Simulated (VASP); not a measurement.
The system is SnS.

```xyz
8
Lattice="11.4455 0.0000 0.0000 0.0000 4.0233 0.0000 0.0000 0.0000 4.4542" Properties=species:S:1:pos:R:3 pbc="T T T"
Sn    1.3911    1.0058    0.5791
Sn    4.3316    3.0175    2.8062
Sn    7.1139    1.0058    1.6480
Sn   10.0544    3.0175    3.8751
S     9.7275    1.0058    2.1266
S     7.4408    3.0175    4.3537
S     4.0047    1.0058    0.1005
S     1.7180    3.0175    2.3276
```

```yaml
Program: VASP 6.6.1
Task: relaxation of cell and atoms
Functional: LDA
Potentials_or_basis: VASP PAW LDA potentials, release 64 (Sn_d, S)
Cutoff: 500 eV
k_mesh: 4 × 8 × 6
Occupations: gaussian, width 0.02 eV
Spin: no spin polarisation
```

At the start: pressure -4.3 GPa; volume 25.64 Å³/atom.

Problem. How do energy, volume and symmetry change on relaxing?

Solution. Over 37 steps the energy falls by 39.5 meV/atom and the volume is 22.69 Å³/atom (-11.5 %); space group Pnma (No. 62, to 0.1 Å) before and after.

Step by step:
```tsv
step	energy change (eV)	largest force (eV/Å)	pressure (GPa)	volume (Å³)
1	0.0000	0.1884	-4.27	205.11
2	-0.1759	0.6205	1.77	185.48
3	-0.2086	0.3759	-0.17	190.70
4	-0.2434	0.3001	-0.13	188.71
5	-0.2974	0.0683	0.24	182.84
6	-0.2984	0.0425	0.33	181.85
7	-0.3073	0.0816	-0.41	182.88
8	-0.3077	0.0643	-0.29	182.70
9	-0.3121	0.0507	0.17	181.40
10	-0.3122	0.0508	0.18	181.38
11	-0.3135	0.0378	-0.06	181.88
12	-0.3136	0.0309	-0.01	181.77
13	-0.3138	0.0279	0.00	181.75
14	-0.3145	0.0243	0.04	181.68
15	-0.3148	0.0362	0.10	181.54
16	-0.3150	0.0303	0.05	181.67
17	-0.3151	0.0211	-0.04	181.87
18	-0.3152	0.0203	-0.04	181.83
19	-0.3154	0.0178	-0.01	181.70
20	-0.3156	0.0186	0.04	181.44
21	-0.3157	0.0173	0.03	181.44
22	-0.3159	0.0159	0.00	181.44
23	-0.3159	0.0212	-0.06	181.45
24	-0.3160	0.0167	-0.03	181.44
25	-0.3160	0.0130	0.00	181.37
26	-0.3161	0.0091	0.06	181.20
27	-0.3162	0.0082	0.03	181.28
28	-0.3162	0.0079	0.01	181.36
29	-0.3162	0.0143	-0.03	181.51
30	-0.3162	0.0095	0.00	181.40
31	-0.3163	0.0076	-0.01	181.43
32	-0.3163	0.0060	-0.01	181.47
33	-0.3163	0.0059	-0.02	181.57
34	-0.3163	0.0058	-0.01	181.54
35	-0.3164	0.0067	0.01	181.51
36	-0.3164	0.0069	0.01	181.51
37	-0.3164	0.0035	-0.02	181.55
```

Final structure:
```cif
data_structure
_symmetry_space_group_name_H-M 'P 1'
_symmetry_Int_Tables_number 1
_cell_length_a 10.9716
_cell_length_b 3.9521
_cell_length_c 4.1868
_cell_angle_alpha 90.000
_cell_angle_beta 90.000
_cell_angle_gamma 90.000
_cell_volume 181.55
loop_
_atom_site_label
_atom_site_type_symbol
_atom_site_fract_x
_atom_site_fract_y
_atom_site_fract_z
_atom_site_occupancy
Sn1 Sn 0.11759 0.25000 0.10895 1
Sn2 Sn 0.38241 0.75000 0.60895 1
Sn3 Sn 0.61759 0.25000 0.39105 1
Sn4 Sn 0.88241 0.75000 0.89105 1
S1 S 0.85391 0.25000 0.47380 1
S2 S 0.64609 0.75000 0.97380 1
S3 S 0.35391 0.25000 0.02620 1
S4 S 0.14609 0.75000 0.52620 1
```
